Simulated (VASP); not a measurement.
# BP (F-43m) in VASP: notebook, part 2 of 2

VASP 6.6.1.

## (3) Single point, PBE0

This run uses another cell than the first one, of 12.15 Å³/atom.

POSCAR reads:

```
BP
1.0
    0.0000000000      2.2988586873      2.2988586873
    2.2988586873      0.0000000000      2.2988586873
    2.2988586873      2.2988586873      0.0000000000
P B
1 1
Direct
    0.7500000000      0.7500000000      0.7500000000
    0.0000000000      0.0000000000      0.0000000000
```

INCAR.step1 reads:

```
SYSTEM = BP
  PREC = Accurate
  ENCUT = 520
  EDIFF = 1E-5
  ISMEAR = -1
  SIGMA = 0.05
  LREAL = .FALSE.
  LASPH = .TRUE.
  NELM = 80
  ALGO = Normal
  ISIF = 2
  LWAVE = .TRUE.
  LCHARG = .FALSE.
  GGA = PE
  NBANDS = 11
```

INCAR.step2 reads:

```
SYSTEM = BP
  PREC = Accurate
  ENCUT = 520
  EDIFF = 1E-7
  ISMEAR = -1
  SIGMA = 0.05
  LREAL = .FALSE.
  LASPH = .TRUE.
  NELM = 80
  ALGO = Normal
  ISIF = 2
  LWAVE = .FALSE.
  LCHARG = .FALSE.
  GGA = PE
  LHFCALC = .TRUE.
  AEXX = 0.25
  PRECFOCK = Normal
  ISTART = 1
  NBANDS = 11
```

KPOINTS reads:

```
regular mesh
0
G
  5 5 5
  0 0 0
```

Potentials or basis: VASP PAW PBE potentials, release 64 (P, B).

Started as:

```
> cat potpaw_PBE.64/P/POTCAR potpaw_PBE.64/B/POTCAR > POTCAR
> cp INCAR.step1 INCAR
> mpirun -np 1 vasp_std > vasp.out
> cp INCAR.step2 INCAR
> mpirun -np 1 vasp_std > vasp.out
```

OUTCAR:

```text
SYSTEM = BP
   PREC = Accurate
   ENCUT = 520
   EDIFF = 1E-7
   ISMEAR = -1
   LREAL = .FALSE.
   LASPH = .TRUE.
   NELM = 80
   ISIF = 2
   GGA = PE
   LHFCALC = .TRUE.
   AEXX = 0.25
   PRECFOCK = Normal
   ISTART = 1

 ion  position               nearest neighbor table
   1  0.750  0.750  0.750-   2 1.99   2 1.99   2 1.99   2 1.99
   2  0.000  0.000  0.000-   1 1.99   1 1.99   1 1.99   1 1.99

  LATTYP: Found a face centered cubic cell.
 ALAT       =     4.5977173746

  Lattice vectors:

 A1 = (   0.0000000000,   2.2988586873,   2.2988586873)
 A2 = (   2.2988586873,   0.0000000000,   2.2988586873)
 A3 = (   2.2988586873,   2.2988586873,   0.0000000000)

Analysis of symmetry for initial positions (statically):
=====================================================================
 Subroutine PRICEL returns:
 Original cell was already a primitive cell.

 Routine SETGRP: Setting up the symmetry group for a
 face centered cubic supercell.

 Subroutine GETGRP returns: Found 24 space group operations
 (whereof 24 operations were pure point group operations)
 out of a pool of 48 trial point group operations.

The static configuration has the point symmetry T_d .

Analysis of symmetry for dynamics (positions and initial velocities):
=====================================================================
 Subroutine PRICEL returns:
 Original cell was already a primitive cell.

 Routine SETGRP: Setting up the symmetry group for a
 face centered cubic supercell.

 Subroutine GETGRP returns: Found 24 space group operations
 (whereof 24 operations were pure point group operations)
 out of a pool of 48 trial point group operations.

The dynamic configuration has the point symmetry T_d .

 Subroutine INISYM returns: Found 24 space group operations
 (whereof 24 operations are pure point group operations),
 and found     1 'primitive' translations

----------------------------------------------------------------------------------------

                                     Primitive cell

[... 110 lines left out ...]
   ENCUTFOCK=  -1.0 apply spherical cutoff to Coloumb kernel
   IVDW    =     0    specifies the selected vdW correction
   LEPSILON=     F    determine dielectric tensor
   LRPA    =     F    only Hartree local field effects (RPA)
 non-spin polarized calculation
  energy-cutoff  :      520.00
  volume of cell :       24.30
 maximum number of plane-waves:       664
  NGX = 20; NGY = 20; NGZ = 20

 number of electron       7.9999999 magnetization

 Free energy of the ion-electron system (eV)
  ---------------------------------------------------
  ext. energy  EPLUGINS =         0.00000000
  ---------------------------------------------------
  free energy    TOTEN  =       -15.72242771 eV

  energy without entropy =      -15.72242770  energy(sigma->0) =      -15.72242770

 E-fermi :   7.1851     XC(G=0):  -8.4746

 val. band max:        6.1749321975   @ k =   0.0000   0.0000   0.0000
 cond. band min:       8.9434594963   @ k =   0.4000   0.4000   0.0000
 fundamental gap:      2.7685272988
 Fermi energy:         7.1851325649

 k-point     1 :       0.0000    0.0000    0.0000
  band No.  band energies     occupation
      1     -10.6017      2.00000
      2       6.1749      2.00000
      3       6.1749      2.00000
      4       6.1749      2.00000
      5      11.1983      0.00000
      6      11.1983      0.00000
      7      11.1983      0.00000
      8      15.0146      0.00000
      9      19.2656      0.00000
     10      20.2727      0.00000
     11      20.2727      0.00000
[... 113 lines left out ...]
 k-point    10 :      -0.4000    0.4000    0.2000
  band No.  band energies     occupation
      1      -6.0839      2.00000
      2      -2.0641      2.00000
      3       0.1905      2.00000
      4       1.6501      2.00000
      5      12.4986      0.00000
      6      13.5371      0.00000
      7      14.6802      0.00000
      8      18.6385      0.00000
      9      19.6655      0.00000
     10      22.6754      0.00000
     11      26.0861      0.00000

------------------------ aborting loop because EDIFF is reached ----------------------------------------

  FORCE on cell =-STRESS in cart. coord.  units (eV):
  Direction    XX          YY          ZZ          XY          YZ          ZX
  --------------------------------------------------------------------------------------
  -------------------------------------------------------------------------------------
  Total       -1.2295940     -1.2295940     -1.2295940      0.0000000      0.0000000      0.0000000
  in kB      -81.0784591    -81.0784591    -81.0784591      0.0000000      0.0000000      0.0000000
  external PRESSURE =     -81.0784591 kB  Pullay stress =       0.0000000 kB

 VOLUME and BASIS-vectors are now :
 -----------------------------------------------------------------------------
  energy-cutoff  :      520.00
  volume of cell :       24.30
      direct lattice vectors                 reciprocal lattice vectors
     0.000000000  2.298858687  2.298858687    -0.217499232  0.217499232  0.217499232
     2.298858687  0.000000000  2.298858687     0.217499232 -0.217499232  0.217499232
     2.298858687  2.298858687  0.000000000     0.217499232  0.217499232 -0.217499232

 POSITION                                       TOTAL-FORCE (eV/Angst)
 -----------------------------------------------------------------------------------
      3.44829      3.44829      3.44829         0.000000      0.000000      0.000000
      0.00000      0.00000      0.00000        -0.000000     -0.000000     -0.000000
 -----------------------------------------------------------------------------------
    total drift:                               -0.000000     -0.000000     -0.000000

  FREE ENERGIE OF THE ION-ELECTRON SYSTEM (eV)
  ---------------------------------------------------
  free  energy   TOTEN  =       -15.7224277050 eV

  energy  without entropy=      -15.7224277049  energy(sigma->0) =      -15.72242770
```

OSZICAR.step1:

```text
N       E                     dE             d eps       ncg     rms          rms(c)
DAV:   1     0.604259791794E+01    0.60426E+01   -0.35459E+03   220   0.624E+02
DAV:   2    -0.130401888910E+02   -0.19083E+02   -0.18314E+02   307   0.109E+02
DAV:   3    -0.135055906175E+02   -0.46540E+00   -0.46473E+00   281   0.140E+01
DAV:   4    -0.135070632857E+02   -0.14727E-02   -0.14725E-02   249   0.872E-01
DAV:   5    -0.135070718477E+02   -0.85620E-05   -0.85623E-05   265   0.638E-02    0.682E+00
DAV:   6    -0.129562780280E+02    0.55079E+00   -0.13197E+00   244   0.482E+00    0.368E+00
DAV:   7    -0.128745161630E+02    0.81762E-01   -0.19739E-01   263   0.222E+00    0.129E+00
DAV:   8    -0.128669320282E+02    0.75841E-02   -0.26124E-02   264   0.914E-01    0.187E-01
DAV:   9    -0.128672888965E+02   -0.35687E-03   -0.73787E-04   253   0.179E-01    0.116E-01
DAV:  10    -0.128675139324E+02   -0.22504E-03   -0.27355E-04   246   0.104E-01    0.276E-02
DAV:  11    -0.128675262383E+02   -0.12306E-04   -0.13446E-05   264   0.240E-02    0.321E-02
DAV:  12    -0.128675273079E+02   -0.10696E-05   -0.47291E-06   125   0.107E-02
   1 F= -.12867527E+02 E0= -.12867527E+02  d E =-.246748E-06
```

Wall time 2.6 min (1 thread of AMD EPYC 7R43 (Zen 3), shared host); peak memory 0.11 GiB.

Results:

| Property | Result |
| --- | --- |
| Free energy | -15.7224 eV |
| Pressure | -8.1 GPa |
| Band gap on the k mesh | 2.77 eV (least direct gap 5.02 eV) |

Caveat: the k points lie up to 0.47 Å⁻¹ apart; the PAW data sets were made with another functional, which shifts forces and pressure a little; an odd mesh through Γ misses points on the zone boundary, where band edges can lie.

## (4) Single point, PBE0

This run uses another cell than the first one, of 12.38 Å³/atom.

POSCAR reads:

```
BP
1.0
    0.0000000000      2.3135014941      2.3135014941
    2.3135014941      0.0000000000      2.3135014941
    2.3135014941      2.3135014941      0.0000000000
P B
1 1
Direct
    0.7500000000      0.7500000000      0.7500000000
    0.0000000000      0.0000000000      0.0000000000
```

INCAR.step1 reads:

```
ALGO     = Normal         # electronic algorithm
EDIFF    = 1E-5           # SCF threshold, eV
ENCUT    = 520            # plane-wave cutoff, eV
GGA      = PE             # functional
ISIF     = 2              # what is computed and relaxed
ISMEAR   = -1             # smearing method
LASPH    = True           # aspherical terms in the spheres
LCHARG   = False          # write CHGCAR
LREAL    = False          # projectors in reciprocal space
LWAVE    = True           # write WAVECAR
NBANDS   = 11             # bands
NELM     = 60             # most SCF steps
PREC     = Accurate       # precision mode
SIGMA    = 0.05           # smearing width, eV
```

INCAR.step2 reads:

```
AEXX     = 0.25           # exact-exchange fraction
ALGO     = Normal         # electronic algorithm
EDIFF    = 1E-6           # SCF threshold, eV
ENCUT    = 520            # plane-wave cutoff, eV
GGA      = PE             # functional
ISIF     = 2              # what is computed and relaxed
ISMEAR   = -1             # smearing method
ISTART   = 1            
LASPH    = True           # aspherical terms in the spheres
LCHARG   = False          # write CHGCAR
LHFCALC  = True           # exact exchange
LREAL    = False          # projectors in reciprocal space
LWAVE    = False          # write WAVECAR
NBANDS   = 11             # bands
NELM     = 60             # most SCF steps
PREC     = Accurate       # precision mode
PRECFOCK = Normal       
SIGMA    = 0.05           # smearing width, eV
```

KPOINTS reads:

```
k-points
0
Gamma
  5 5 5
```

Started as:

```
> cat potpaw_PBE.64/P/POTCAR potpaw_PBE.64/B/POTCAR > POTCAR
> cp INCAR.step1 INCAR
> mpirun -np 1 vasp_std > vasp.out
> cp INCAR.step2 INCAR
> mpirun -np 1 vasp_std > vasp.out
```

Run time: 2.1 min. Hardware: 1 thread of AMD EPYC 7R43 (Zen 3), shared host; peak memory 0.1 GiB.

Results (log left out):

```yaml
Free_energy: -15.6951 eV
Pressure: -10.8 GPa
Band_gap_on_the_k_mesh: 2.79 eV (least direct gap 5.00 eV)
```

Levels at points of the mesh, in eV from the valence-band top:
```tsv
k point	band 1	band 2	band 3	band 4	band 5	band 6	band 7	band 8	band 9
(0.00, 0.00, 0.00)	-16.60	0.00	0.00	0.00	5.00	5.00	5.00	8.54	12.96
```

Caveat: the k points lie up to 0.47 Å⁻¹ apart; the PAW data sets were made with another functional, which shifts forces and pressure a little; an odd mesh through Γ misses points on the zone boundary, where band edges can lie.

## (5) Single point, PBE0

This run uses another cell than the first one, of 11.68 Å³/atom.

POSCAR reads:

```
BP
1.0
    0.0000000000      2.2690000000      2.2690000000
    2.2690000000      0.0000000000      2.2690000000
    2.2690000000      2.2690000000      0.0000000000
P B
1 1
Direct
    0.7500000000      0.7500000000      0.7500000000
    0.0000000000      0.0000000000      0.0000000000
```

INCAR.step1 reads:

```
PREC = Accurate
ENCUT = 520
EDIFF = 1E-5
ISMEAR = -1
SIGMA = 0.05
LREAL = False
LASPH = True
NELM = 60
ALGO = Normal
ISIF = 2
LWAVE = True
LCHARG = False
NBANDS = 11
GGA = PE
```

INCAR.step2 reads:

```
PREC = Accurate
ENCUT = 520
EDIFF = 1E-6
ISMEAR = -1
SIGMA = 0.05
LREAL = False
LASPH = True
NELM = 60
ALGO = Normal
ISIF = 2
LWAVE = False
LCHARG = False
GGA = PE
LHFCALC = True
AEXX = 0.25
PRECFOCK = Normal
NBANDS = 11
ISTART = 1
```

KPOINTS reads:

```
regular mesh
0
Gamma
  6 6 6
```

Started as:

```
> cat potpaw_PBE.64/P/POTCAR potpaw_PBE.64/B/POTCAR > POTCAR
> cp INCAR.step1 INCAR
> mpirun -np 1 vasp_std > vasp.out
> cp INCAR.step2 INCAR
> mpirun -np 1 vasp_std > vasp.out
```

It took 4.4 min on 1 thread of AMD EPYC 7R43 (Zen 3), shared host; peak memory 0.11 GiB.

Results (log left out):

- Free energy: -15.7733 eV
- Pressure: -2.2 GPa
- Band gap on the k mesh: 2.79 eV (least direct gap 5.05 eV)

Levels at points of the mesh, in eV from the valence-band top:
```tsv
k point	band 2	band 3	band 4	band 5	band 6	band 7
(0.00, 0.00, 0.00)	0.00	0.00	0.00	5.05	5.05	5.05
(0.50, 0.00, 0.00)	-10.07	-1.95	-1.95	5.47	6.46	6.46
(0.50, 0.50, 0.00)	-9.64	-4.56	-4.56	2.79	3.13	14.60
```

Caveat: the PAW data sets were made with another functional, which shifts forces and pressure a little.

## (6) Summary

| cell | k mesh | gap on the mesh (eV) | pressure (GPa) |
| --- | --- | --- | --- |
| a = 3.230 Å, angles 60.0°, 2 atoms | 5 × 5 × 5 | 2.75 | -5.2 |
| a = 3.251 Å, angles 60.0°, 2 atoms | 5 × 5 × 5 | 2.77 | -8.1 |
| a = 3.272 Å, angles 60.0°, 2 atoms | 5 × 5 × 5 | 2.79 | -10.8 |
| a = 3.209 Å, angles 60.0°, 2 atoms | 6 × 6 × 6 | 2.79 | -2.2 |

Alike in all rows: task single point; level PBE0; potentials or basis VASP PAW PBE potentials, release 64 (P, B); no spin polarisation; cutoff (eV) 520; smearing fermi-dirac 0.05 eV.

Caveats: some runs use coarse meshes; the PAW data sets were made with another functional, which shifts forces and pressure a little; an odd mesh through Γ misses points on the zone boundary, where band edges can lie (at least some runs).

Absolute energies hang on the potentials; compare differences alone.
